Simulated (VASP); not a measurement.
# Al3N in VASP: relaxation of the atoms with r2SCAN

Aim: the relaxation of the atoms of Al3N with r2SCAN.

All numbers are computed with VASP 6.6.1; they aren't measurements. Logs are shortened: lines on timing, memory, paths and dates and some standing lists are left out, and cuts for length are marked.

### Step 1. The cell of the first run

The cell holds a slab with vacuum, 4 atoms: a = 2.823 Å, b = 2.823 Å, c = 19.601 Å, α = 90.00°, β = 90.00°, γ = 90.00°.

### Step 2. Relaxation of the atoms, r2SCAN

File POSCAR:

```
Al3N
1.0
    2.8227735241      0.0000000000      0.0000000000
    0.0000000000      2.8227735241      0.0000000000
    0.0000000000      0.0000000000     19.6006973085
Al N
3 1
Selective dynamics
Direct
    0.5000000000      0.5000000000      0.2040743723  F F F
    0.0000000000      0.0000000000      0.3086652017  F F F
    0.5000000000      0.5000000000      0.4132861796  F F F
    0.6666666667      0.8333333333      0.4849172044  F F T
```

File INCAR.step1:

```
SYSTEM = Al3N
PREC = Accurate
ENCUT = 520
ISMEAR = 0
SIGMA = 0.1
LREAL = .FALSE.
LASPH = .TRUE.
NELM = 60
LDIPOL = .TRUE.
IDIPOL = 3
DIPOL = 0.5 0.5 0.353
GGA = PE
ALGO = Normal
EDIFF = 1E-4
LWAVE = .TRUE.
LCHARG = .FALSE.
```

File INCAR.step2:

```
SYSTEM = Al3N
PREC = Accurate
ENCUT = 520
EDIFF = 1E-6
ISMEAR = 0
SIGMA = 0.1
LREAL = .FALSE.
LASPH = .TRUE.
NELM = 60
ALGO = Normal
ISIF = 2
LWAVE = .FALSE.
LCHARG = .FALSE.
LDIPOL = .TRUE.
IDIPOL = 3
DIPOL = 0.5 0.5 0.353
METAGGA = R2SCAN
LMIXTAU = .TRUE.
IBRION = 2
NSW = 36
EDIFFG = -0.025
ISTART = 1
```

File KPOINTS:

```
Automatic mesh
0
G
  9 9 1
  0 0 0
```

Potentials or basis: VASP PAW PBE potentials, release 64 (Al, N).

Launch:

```bash
cat potpaw_PBE.64/Al/POTCAR potpaw_PBE.64/N/POTCAR > POTCAR
cp INCAR.step1 INCAR
mpirun -np 1 vasp_std > vasp.out
cp INCAR.step2 INCAR
mpirun -np 1 vasp_std > vasp.out
```

OUTCAR:

```text
SYSTEM = Al3N
   PREC = Accurate
   ENCUT = 520
   EDIFF = 1E-6
   ISMEAR = 0
   LREAL = .FALSE.
   LASPH = .TRUE.
   NELM = 60
   ISIF = 2
   METAGGA = R2SCAN
   IBRION = 2
   NSW = 36
   EDIFFG = -0.025
   ISTART = 1

 ion  position               nearest neighbor table
   1  0.500  0.500  0.204-   2 2.86   2 2.86   2 2.86   2 2.86
   2  0.000  0.000  0.309-   1 2.86   1 2.86   1 2.86   1 2.86   3 2.86   3 2.86   3 2.86   3 2.86

   3  0.500  0.500  0.413-   4 1.75   4 2.39   2 2.86   2 2.86   2 2.86   2 2.86
   4  0.667  0.833  0.485-   3 1.75   3 2.39

  LATTYP: Found a simple tetragonal cell.
 ALAT       =     2.8227735241
 C/A-ratio  =     6.9437725489

  Lattice vectors:

 A1 = (   2.8227735241,   0.0000000000,   0.0000000000)
 A2 = (   0.0000000000,   2.8227735241,   0.0000000000)
 A3 = (   0.0000000000,   0.0000000000,  19.6006973085)

Analysis of symmetry for initial positions (statically):
=====================================================================
 Subroutine PRICEL returns:
 Original cell was already a primitive cell.

 Routine SETGRP: Setting up the symmetry group for a
 simple tetragonal supercell.

 Subroutine GETGRP returns: Found  1 space group operations
 (whereof  1 operations were pure point group operations)
 out of a pool of 16 trial point group operations.

The static configuration has the point symmetry C_1 .

Analysis of symmetry for dynamics (positions and initial velocities):
=====================================================================
 Subroutine PRICEL returns:
 Original cell was already a primitive cell.

 Routine SETGRP: Setting up the symmetry group for a
 simple tetragonal supercell.

 Subroutine GETGRP returns: Found  1 space group operations
 (whereof  1 operations were pure point group operations)
 out of a pool of 16 trial point group operations.

The dynamic configuration has the point symmetry C_1 .

Analysis of constrained symmetry for selective dynamics:
=====================================================================
 Subroutine PRICEL returns:
 Original cell was already a primitive cell.

 Routine SETGRP: Setting up the symmetry group for a
 simple tetragonal supercell.

 Subroutine GETGRP returns: Found  1 space group operations
 (whereof  1 operations were pure point group operations)
 out of a pool of 16 trial point group operations.

The constrained configuration has the point symmetry C_1 .

 Subroutine INISYM returns: Found  1 space group operations
 (whereof  1 operations are pure point group operations),
 and found     1 'primitive' translations

----------------------------------------------------------------------------------------

                                     Primitive cell

  volume of cell :     156.1793

  direct lattice vectors                    reciprocal lattice vectors
     2.822773524  0.000000000  0.000000000     0.354261506  0.000000000  0.000000000
     0.000000000  2.822773524  0.000000000     0.000000000  0.354261506  0.000000000
     0.000000000  0.000000000 19.600697308     0.000000000  0.000000000  0.051018593

  length of vectors
     2.822773524  2.822773524 19.600697308     0.354261506  0.354261506  0.051018593

  position of ions in fractional coordinates (direct lattice)
     0.500000000  0.500000000  0.204074372
     0.000000000  0.000000000  0.308665202
     0.500000000  0.500000000  0.413286180
     0.666666667  0.833333333  0.484917204

  ion indices of the primitive-cell ions
   primitive index   ion index
                 1           1
                 2           2
                 3           3
                 4           4

----------------------------------------------------------------------------------------

 KPOINTS: Automatic mesh

Automatic generation of k-mesh.
 Grid dimensions read from file:
 generate k-points for:    9    9    1

 Generating k-lattice:

  Cartesian coordinates                     Fractional coordinates (reciprocal lattice)
     0.039362390  0.000000000  0.000000000     0.111111111  0.000000000  0.000000000
     0.000000000  0.039362390  0.000000000     0.000000000  0.111111111  0.000000000
     0.000000000  0.000000000  0.051018593     0.000000000  0.000000000  1.000000000

  Length of vectors
     0.039362390  0.039362390  0.051018593

  Shift w.r.t. Gamma in fractional coordinates (k-lattice)
     0.000000000  0.000000000  0.000000000

 Subroutine IBZKPT returns following result:
 ===========================================

 Found     41 irreducible k-points:

 Following reciprocal coordinates:
            Coordinates               Weight
  0.000000  0.000000  0.000000      1.000000
  0.111111  0.000000  0.000000      2.000000
  0.000000  0.111111  0.000000      2.000000
  0.222222  0.000000  0.000000      2.000000
  0.000000  0.222222  0.000000      2.000000
  0.333333  0.000000  0.000000      2.000000
[... 16 lines left out ...]
  0.111111  0.444444  0.000000      2.000000
  0.222222  0.222222  0.000000      2.000000
 [... further k-points ...]
   k-points           NKPTS =     41   k-points in BZ     NKDIM =     41   number of bands    NBANDS=     11
   number of dos      NEDOS =    301   number of ions     NIONS =      4
   total plane-waves  NPLWV =  86400
   dimension x,y,z NGX =    24 NGY =   24 NGZ =  150
   dimension x,y,z NGXF=    48 NGYF=   48 NGZF=  300
   ions per type =               3   1
   NGX,Y,Z   is equivalent  to a cutoff of  14.13, 14.13, 12.72 a.u.
   NGXF,Y,Z  is equivalent  to a cutoff of  28.27, 28.27, 25.44 a.u.
 SYSTEM =  Al3N
   PREC   = accura    normal or accurate (medium, high low for compatibility)
   ISTART =      1    job   : 0-new  1-cont  2-samecut
   ICHARG =      0    charge: 1-file 2-atom 10-const
   ISPIN  =      1    spin polarized calculation?
   LNONCOLLINEAR =      F non collinear calculations
   LSORBIT =      F    spin-orbit coupling
   LASPH  =      T    aspherical Exc in radial PAW
   ENCUT  =  520.0 eV  38.22 Ry    6.18 a.u.   5.25  5.25 36.44*2*pi/ulx,y,z
   NELM   =     60;   NELMIN=  2; NELMDL=  0     # of ELM steps
   EDIFF  = 0.1E-05   stopping-criterion for ELM
   LREAL  =      F    real-space projection
   EDIFFG = -.3E-01   stopping-criterion for IOM
   NSW    =     36    number of steps for IOM
   IBRION =      2    ionic relax: 0-MD 1-quasi-New 2-CG
   NFREE  =      1    steps in history (QN), initial steepest desc. (CG)
   ISIF   =      2    stress and relaxation
   ISYM   =      2    0-nonsym 1-usesym 2-fastsym
   POTIM  = 0.5000    time-step for ionic-motion
   TEBEG  =    0.0;   TEEND  =   0.0 temperature during run
   PSTRESS=    0.0 pullay stress
   NELECT =      14.0000    total number of electrons
   NUPDOWN=      -1.0000    fix difference up-down
   EMIN   =  10.00;   EMAX   =-10.00  energy-range for DOS
   EFERMI =   0.00;   METHOD = LEGACY
   ISMEAR =     0;   SIGMA  =   0.10  broadening in eV -4-tet -1-fermi 0-gaus
   EFERMI_NEDOS =   21; number of points for ismear=-14 and -15
   IALGO  =     38    algorithm
   IMIX   =      4    mixing-type and parameters
     AMIX     =   0.40;   BMIX     =  1.00
     AMIX_MAG =   1.60;   BMIX_MAG =  1.00
  volume/ion in A,a.u.               =      39.04       263.49
  Fermi-wavevector in a.u.,A,eV,Ry     =   0.732672  1.384549  7.303721  0.536808
  Thomas-Fermi vector in A             =   1.825193
   LORBIT       =      0    0 simple, 1 ext, 2 COOP (PROOUT), +10 PAW based schemes
   METAGGA = R2SCAN    functional components
   LHFCALC =     F    Hartree Fock is set to
   AEXX    =    0.0000 exact exchange contribution
   IVDW    =     0    specifies the selected vdW correction
   LEPSILON=     F    determine dielectric tensor
   LRPA    =     F    only Hartree local field effects (RPA)
 conjugate gradient relaxation of ions
 non-spin polarized calculation
 Gauss-broadening in eV      SIGMA  =   0.10
  energy-cutoff  :      520.00
  volume of cell :      156.18
 maximum number of plane-waves:      4249
 NGX is ok and might be reduce to    24
   NGX = 11   NGY = 11   NGZ = 73

--------------------------------------- Ionic step        1  -------------------------------------------

 number of electron      14.0000001 magnetization

 Free energy of the ion-electron system (eV)
  ---------------------------------------------------
  ext. energy  EPLUGINS =         0.00000000
  ---------------------------------------------------
  free energy    TOTEN  =       -25.65576810 eV

  energy without entropy =      -25.64068709  energy(sigma->0) =      -25.64822759

------------------------ aborting loop because EDIFF is reached ----------------------------------------

  FORCE on cell =-STRESS in cart. coord.  units (eV):
  Direction    XX          YY          ZZ          XY          YZ          ZX
  --------------------------------------------------------------------------------------
  -------------------------------------------------------------------------------------
  Total       -2.5560998     -2.1572010     -0.0447169      1.3721693      2.6117610      0.5704404
  in kB      -26.2219383    -22.1298058     -0.4587320     14.0764997     26.7929430      5.8519055
  external PRESSURE =     -16.2701587 kB  Pullay stress =       0.0000000 kB
[... 61 lines left out ...]
  energy  without entropy=      -25.6502359859  energy(sigma->0) =      -25.65754566

--------------------------------------- Ionic step        3  -------------------------------------------

 number of electron      14.0000000 magnetization

 dipolmoment           0.000000      0.000000      0.184623 electrons x Angstroem

 Free energy of the ion-electron system (eV)
  ---------------------------------------------------
  ext. energy  EPLUGINS =         0.00000000
  ---------------------------------------------------
  free energy    TOTEN  =       -25.66610855 eV

  energy without entropy =      -25.65183454  energy(sigma->0) =      -25.65897155

 E-fermi :  -1.4833     XC(G=0):  -4.8032

 val. band max:       -1.4847948840   @ k =  -0.4444   0.1111   0.0000
 cond. band min:      -1.4772156638   @ k =   0.3333   0.2222   0.0000
 fundamental gap:      0.0075792202
 Fermi energy:        -1.4832629676

 k-point     1 :       0.0000    0.0000    0.0000
  band No.  band energies     occupation
      1     -16.4791      2.00000
      2     -12.5280      2.00000
      3      -9.7349      2.00000
      4      -5.8951      2.00000
      5      -3.2183      2.00000
      6      -1.2644      0.00197
      7      -0.7986      0.00000
      8       0.2555      0.00000
      9       2.7122      0.00000
     10       4.1008      0.00000
     11       5.0004      0.00000
[... 309 lines left out ...]
 k-point    24 :       0.2222    0.2222    0.0000
  band No.  band energies     occupation
      1     -15.6628      2.00000
      2     -10.6459      2.00000
      3      -7.9652      2.00000
      4      -4.3878      2.00000
      5      -3.2058      2.00000
      6      -2.6476      2.00000
      7      -1.9895      2.00000
      8      -0.8811      0.00000
      9       0.6672      0.00000
     10       1.6555      0.00000
     11       2.1747      0.00000

 [... further k-points ...]

------------------------ aborting loop because EDIFF is reached ----------------------------------------

 vacuum level on the upper side and lower side of the slab       (xc-potential included)         2.039        -2.030

  FORCE on cell =-STRESS in cart. coord.  units (eV):
  Direction    XX          YY          ZZ          XY          YZ          ZX
  --------------------------------------------------------------------------------------
  -------------------------------------------------------------------------------------
  Total       -2.3878436     -1.6115046      0.7312666      1.6530407      3.2356812      0.8701838
  in kB      -24.4958699    -16.5317392      7.5017523     16.9578399     33.1934749      8.9268445
  external PRESSURE =     -11.1752856 kB  Pullay stress =       0.0000000 kB

 VOLUME and BASIS-vectors are now :
 -----------------------------------------------------------------------------
  energy-cutoff  :      520.00
  volume of cell :      156.18
      direct lattice vectors                 reciprocal lattice vectors
     2.822773524  0.000000000  0.000000000     0.354261506  0.000000000  0.000000000
     0.000000000  2.822773524  0.000000000     0.000000000  0.354261506  0.000000000
     0.000000000  0.000000000 19.600697308     0.000000000  0.000000000  0.051018593
[... 10 lines left out ...]
  FREE ENERGIE OF THE ION-ELECTRON SYSTEM (eV)
  ---------------------------------------------------
  free  energy   TOTEN  =       -25.6661085524 eV

  energy  without entropy=      -25.6518345411  energy(sigma->0) =      -25.65897155

 reached required accuracy - stopping structural energy minimisation

 vacuum level on the upper side and lower side of the slab         7.032         2.839
```

Run time: 10 min. Hardware: 1 thread of AMD EPYC 9R45 (Zen 5), shared host; peak memory 0.31 GiB.

Results:

- Free energy: -25.6661 eV
- Energy gained by relaxing: 2.6 meV/atom
- Ionic steps: 3
- Band gap on the k mesh: zero (bands 7 and 8 overlap by 1.34 eV)

The path:
| step | energy change (eV) | largest force on free atoms (eV/Å) | pressure (GPa) |
| --- | --- | --- | --- |
| 1 | 0.0000 | 0.5236 | -1.63 |
| 2 | -0.0091 | 0.1874 | -1.29 |
| 3 | -0.0103 | 0.0071 | -1.12 |

Final structure:
```xyz
4
Lattice="2.8228 0.0000 0.0000 0.0000 2.8228 0.0000 0.0000 0.0000 19.6007" Properties=species:S:1:pos:R:3 pbc="T T T"
Al    1.4114    1.4114    4.0000
Al    0.0000    0.0000    6.0501
Al    1.4114    1.4114    8.1007
N     1.8818    2.3523    9.4668
```

Caveat: the PAW data sets were made with another functional, which shifts forces and pressure a little.
